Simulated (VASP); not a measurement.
# Nb2SiN (P6/mmm) in VASP: notebook, part 3 of 3

VASP 6.6.1. The steps go on from the part before.

## 4. Relaxation of cell and atoms, PBE

This run uses another cell than the first one, of 14.04 Å³/atom, 0.807 times its volume.

File INCAR:

```
SYSTEM = Nb2SiN
PREC = Accurate
ENCUT = 600
EDIFF = 1E-7
ISMEAR = 0
SIGMA = 0.1
LREAL = .FALSE.
LASPH = .TRUE.
NELM = 60
ALGO = Normal
ISIF = 3
LWAVE = .FALSE.
LCHARG = .FALSE.
GGA = PE
IBRION = 2
NSW = 90
EDIFFG = -0.04
```

File KPOINTS:

```
regular mesh
0
G
  6 6 4
  0 0 0
```

File POSCAR:

```
Nb2SiN
1.0
    3.1749839500      0.0000000000      0.0000000000
   -1.5874919700      2.7496167500      0.0000000000
    0.0000000000      0.0000000000      6.4350497200
Nb Si N
2 1 1
Direct
    0.0000000000      0.0000000000      0.8001391400
    0.0000000000      0.0000000000      0.1998608600
    0.0000000000      0.0000000000      0.5000000000
    0.0000000000      0.0000000000      0.0000000000
```

Potentials or basis: VASP PAW PBE potentials, release 64 (Nb_sv, Si, N).

Launch:

```console
$ cat potpaw_PBE.64/Nb_sv/POTCAR potpaw_PBE.64/Si/POTCAR potpaw_PBE.64/N/POTCAR > POTCAR
$ mpirun -np 1 vasp_std > vasp.out
```

OUTCAR:

```text
SYSTEM = Nb2SiN
   PREC = Accurate
   ENCUT = 600
   EDIFF = 1E-7
   ISMEAR = 0
   LREAL = .FALSE.
   LASPH = .TRUE.
   NELM = 60
   ISIF = 3
   GGA = PE
   IBRION = 2
   NSW = 90
   EDIFFG = -0.04

 ion  position               nearest neighbor table
   1  0.000  0.000  0.800-   4 1.29   3 1.93   2 2.57
   2  0.000  0.000  0.200-   4 1.29   3 1.93   1 2.57
   3  0.000  0.000  0.500-   1 1.93   2 1.93
   4  0.000  0.000  0.000-   1 1.29   2 1.29

  LATTYP: Found a hexagonal cell.
 ALAT       =     3.1749839500
 C/A-ratio  =     2.0267975591

  Lattice vectors:

 A1 = (   3.1749839500,   0.0000000000,   0.0000000000)
 A2 = (  -1.5874919700,   2.7496167500,   0.0000000000)
 A3 = (   0.0000000000,   0.0000000000,   6.4350497200)

Analysis of symmetry for initial positions (statically):
=====================================================================
 Subroutine PRICEL returns:
 Original cell was already a primitive cell.

 Routine SETGRP: Setting up the symmetry group for a
 hexagonal supercell.

 Subroutine GETGRP returns: Found 24 space group operations
 (whereof 24 operations were pure point group operations)
 out of a pool of 24 trial point group operations.

The static configuration has the point symmetry D_6h.

Analysis of symmetry for dynamics (positions and initial velocities):
=====================================================================
 Subroutine PRICEL returns:
 Original cell was already a primitive cell.

 Routine SETGRP: Setting up the symmetry group for a
 hexagonal supercell.

 Subroutine GETGRP returns: Found 24 space group operations
 (whereof 24 operations were pure point group operations)
 out of a pool of 24 trial point group operations.

The dynamic configuration has the point symmetry D_6h.

 Subroutine INISYM returns: Found 24 space group operations
 (whereof 24 operations are pure point group operations),
[... 106 lines left out ...]
   PSTRESS=    0.0 pullay stress
   NELECT =      35.0000    total number of electrons
   NUPDOWN=      -1.0000    fix difference up-down
   EMIN   =  10.00;   EMAX   =-10.00  energy-range for DOS
   EFERMI =   0.00;   METHOD = LEGACY
   ISMEAR =     0;   SIGMA  =   0.10  broadening in eV -4-tet -1-fermi 0-gaus
   EFERMI_NEDOS =   21; number of points for ismear=-14 and -15
   IALGO  =     38    algorithm
   IMIX   =      4    mixing-type and parameters
     AMIX     =   0.40;   BMIX     =  1.00
     AMIX_MAG =   1.60;   BMIX_MAG =  1.00
  volume/ion in A,a.u.               =      14.04        94.78
  Fermi-wavevector in a.u.,A,eV,Ry     =   1.398220  2.642253 26.599667  1.955020
  Thomas-Fermi vector in A             =   2.521400
   LORBIT       =      0    0 simple, 1 ext, 2 COOP (PROOUT), +10 PAW based schemes
   GGA     = PE    functional components
   LHFCALC =     F    Hartree Fock is set to
   AEXX    =    0.0000 exact exchange contribution
   IVDW    =     0    specifies the selected vdW correction
   LEPSILON=     F    determine dielectric tensor
   LRPA    =     F    only Hartree local field effects (RPA)
 conjugate gradient relaxation of ions
 non-spin polarized calculation
 Gauss-broadening in eV      SIGMA  =   0.10
  energy-cutoff  :      600.00
  volume of cell :       56.18
 maximum number of plane-waves:      1895
 NGX is ok and might be reduce to    28
   NGX = 13   NGY = 13   NGZ = 25

--------------------------------------- Ionic step        1  -------------------------------------------

 number of electron      34.9999997 magnetization

 Free energy of the ion-electron system (eV)
  ---------------------------------------------------
  ext. energy  EPLUGINS =         0.00000000
  ---------------------------------------------------
  free energy    TOTEN  =         0.36385010 eV

  energy without entropy =        0.37844073  energy(sigma->0) =        0.37114542

------------------------ aborting loop because EDIFF is reached ----------------------------------------

  FORCE on cell =-STRESS in cart. coord.  units (eV):
  Direction    XX          YY          ZZ          XY          YZ          ZX
  --------------------------------------------------------------------------------------
  -------------------------------------------------------------------------------------
  Total       -1.4356443     -1.4356443    216.8143981     -0.0000000      0.0000000     -0.0000000
  in kB      -40.9441470    -40.9441468   6183.4819291     -0.0000001      0.0000000     -0.0000000
  external PRESSURE =    2033.8645451 kB  Pullay stress =       0.0000000 kB
[... 1631 lines left out ...]
     20      13.5894      0.00000
     21      13.5894      0.00000

[... ionic steps 4 to 21 ...]

--------------------------------------- Ionic step       22  -------------------------------------------

 number of electron      34.9999996 magnetization

------------------------ aborting loop because EDIFF is reached ----------------------------------------
[... 71 lines left out ...]
--------------------------------------- Ionic step       24  -------------------------------------------

 number of electron      34.9999997 magnetization

 Free energy of the ion-electron system (eV)
  ---------------------------------------------------
  ext. energy  EPLUGINS =         0.00000000
  ---------------------------------------------------
  free energy    TOTEN  =       -31.97738516 eV

  energy without entropy =      -31.95808297  energy(sigma->0) =      -31.96773406

 E-fermi :   8.0920     XC(G=0): -11.1263

 val. band max:        8.0555795928   @ k =   0.3333   0.1667   0.5000
 cond. band min:       8.1424239385   @ k =   0.3333   0.3333   0.5000
 fundamental gap:      0.0868443457
 Fermi energy:         8.0920251533
[... 533 lines left out ...]
  FREE ENERGIE OF THE ION-ELECTRON SYSTEM (eV)
  ---------------------------------------------------
  free  energy   TOTEN  =       -31.9773851639 eV

  energy  without entropy=      -31.9580829660  energy(sigma->0) =      -31.96773406

 reached required accuracy - stopping structural energy minimisation
```

Run time: 19 min. Hardware: 1 thread of Intel Xeon Platinum 8488C (Sapphire Rapids), shared host; peak memory 0.23 GiB.

What came out:

```
Free energy                            : -31.9774 eV
Relaxed volume                         : 17.22 Å³/atom
Relaxed cell                           : a = 2.956 Å, b = 2.956 Å, c = 9.105 Å, α = 90.00°, β = 90.00°, γ = 120.00°
Space group after relaxing (to 0.05 Å) : P6/mmm (No. 191)
Energy gained by relaxing              : 8085.3 meV/atom
Ionic steps                            : 24
Pressure after relaxing                : 0.0 GPa
Largest force after relaxing           : 0.011 eV/Å
```

Forces on the atoms (eV/Å):
```
Nb   0.000  0.000 -0.011
Nb   0.000  0.000  0.011
Si   0.000  0.000  0.000
N    0.000  0.000  0.000
```

Stress tensor (GPa, compression positive):
```
-0.04  0.00  0.00
 0.00 -0.04  0.00
 0.00  0.00  0.23
```

The path:
```tsv
step	energy change (eV)	largest force (eV/Å)	pressure (GPa)	volume (Å³)
1	0.0000	53.7916	203.39	56.18
2	83.2605	1.9508	-115.50	196.11
3	856.0189	1937.5234	899.04	120.40
4	67.9719	2.2614	-71.74	191.67
5	20.6063	12.1114	-61.43	156.36
6	25.1346	43.5986	-4.73	141.97
7	18.6322	22.3851	-40.46	148.58
8	19.4343	27.5889	-32.48	146.77
9	-23.0545	2.0825	4.78	71.97
10	-23.3999	1.6944	9.08	68.33
11	-23.8944	2.3378	21.23	61.41
12	-23.9758	2.8337	65.47	48.92
13	-31.6164	3.5888	-1.19	78.74
14	-31.9004	2.6349	-9.31	70.24
15	-32.1912	1.4291	-8.58	73.00
16	-32.2156	0.8843	-7.98	73.85
17	-30.5839	8.9949	24.59	67.79
18	-32.2708	0.0382	-4.53	72.85
19	-32.2720	0.0923	-4.05	72.74
20	-32.3404	0.1304	-0.28	68.99
21	-32.3404	0.1371	-0.17	68.89
22	-32.3399	0.1215	0.69	68.73
23	-32.3408	0.0366	0.17	68.83
24	-32.3412	0.0106	0.05	68.90
```

Final structure:
```
Nb Si N
1.0
     2.95589    0.00000    0.00000
    -1.47794    2.55988    0.00000
     0.00000    0.00000    9.10507
Nb Si N
2 1 1
Cartesian
  0.0000 0.0000 1.8547
  0.0000 0.0000 7.2504
  0.0000 0.0000 4.5525
  0.0000 0.0000 0.0000
```

Caveat: the k points lie up to 0.41 Å⁻¹ apart in the final cell; the volume moved by over 15 % at a fixed basis, so the end points are rough.

## 5. Overview

| task | cell | k mesh | cutoff (eV) | gap on the mesh (eV) | pressure (GPa) | relaxed volume (Å³/atom) | largest force (eV/Å) |
| --- | --- | --- | --- | --- | --- | --- | --- |
| relaxation of cell and atoms | relaxed from a = 2.955, b = 2.955, c = 9.209 Å, angles 90.0, 90.0, 120.0°, 4 atoms | 18 × 18 × 6 | 600 | none | 0.0 | 17.45 | 0.01 |
| single point | a = 2.955, b = 2.955, c = 9.209 Å, angles 90.0, 90.0, 120.0°, 4 atoms | 6 × 6 × 4 | 520 | none | -0.2 | - | 0.02 |
| relaxation of cell and atoms | relaxed from a = 3.175, b = 3.175, c = 6.435 Å, angles 90.0, 90.0, 120.0°, 4 atoms | 6 × 6 × 4 | 600 | none | 0.0 | 17.22 | 0.01 |

Alike in all rows: level PBE; potentials or basis VASP PAW PBE potentials, release 64 (Nb_sv, Si, N); no spin polarisation; smearing gaussian 0.1 eV.

Caveats: some runs use coarse meshes; the volume moved by over 15 % at a fixed basis, so the end points are rough (some runs).

Total energies depend on the potentials used, so only differences within one code and one set of settings carry meaning.
